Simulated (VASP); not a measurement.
## PtSe2: single point with HSE06

The system is PtSe2.

```xyz
3
Lattice="3.6727 0.0000 0.0000 -1.8364 3.1807 0.0000 0.0000 0.0000 5.1980" Properties=species:S:1:pos:R:3 pbc="T T T"
Pt    0.0000    0.0000    0.0000
Se    0.0000    2.1204    1.3225
Se    1.8364    1.0602    3.8755
```

This cell differs from its parent crystal: strain -1.5%.

| Item | Value |
| --- | --- |
| Program | VASP 6.6.1 |
| Task | single point |
| Functional | HSE06 |
| Potentials or basis | VASP PAW PBE potentials, release 64 (Pt, Se) |
| Cutoff | 520 eV |
| k mesh | 6 × 6 × 4 |
| Occupations | fermi-dirac, width 0.02 eV |
| Spin | no spin polarisation |

- Pressure: 2.5 GPa
- Largest force: 0.305 eV/Å
- Band gap on the k mesh: zero (bands 11 and 12 overlap by 0.06 eV)

Forces on the atoms (eV/Å):
```
Pt   0.000  0.000  0.000
Se   0.000  0.000 -0.305
Se   0.000  0.000  0.305
```

Stress tensor (GPa, compression positive):
```
3.38 0.00 0.00
0.00 3.38 0.00
0.00 0.00 0.85
```

Levels at points of the mesh, in eV from the Fermi level:
```
           k point  band 8  band 9  band 10  band 11  band 12  band 13  band 14  band 15
(0.00, 0.00, 0.00)   -3.86   -1.43    -1.43     0.08     1.54     1.54     4.05     4.83
(0.50, 0.00, 0.00)   -4.62   -4.59    -4.07    -3.89     0.76     2.51     5.29     6.12
(0.00, 0.00, 0.50)   -3.71   -2.53    -1.88    -1.88     2.45     2.45     5.17     7.00
(0.50, 0.00, 0.50)   -4.74   -4.36    -3.32    -2.05     1.04     1.88     4.82     5.05
```

It took 24 min on 4 MPI ranks on Intel(R) Xeon(R) Platinum 8375C CPU @ 2.90GHz (Ice Lake), on a shared host, peak memory 0.3 GiB a rank.

Caveat: the cell differs from its parent crystal (strain -1.5%); the PAW data sets were made with another functional, which shifts forces and pressure a little; spin-orbit coupling is left out, which moves the levels of the heavy elements.
